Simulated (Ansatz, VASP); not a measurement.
# Se in VASP and in Ansatz

```xyz
1
Lattice="0.0000 2.2193 2.2193 2.2193 0.0000 2.2193 2.2193 2.2193 0.0000" Properties=species:S:1:pos:R:3 pbc="T T T"
Se    0.0000    0.0000    0.0000
```

Alike in both runs: task single point; functional RPBE; k mesh 14 × 14 × 14; occupations fermi-dirac, width 0.1 eV; no spin polarisation.

|  | VASP | Ansatz |
| --- | --- | --- |
| version | VASP 6.6.1 | Ansatz 0.2.0 |
| potentials or method | VASP PAW PBE potentials, release 64 (Se), cutoff 520 eV | plane waves (420 eV) with PAW, scalar-relativistic |
| valence electrons in the cell | 6 | 16 |

```tsv
	VASP	Ansatz	Ansatz less VASP
pressure (GPa)	-2.2	-2.2	+0.05
```

VASP's potentials were made for PBE, not for RPBE. VASP's potentials hold 6 valence electrons a cell and Ansatz's 16, so a difference there can come from the potentials and not from the codes.
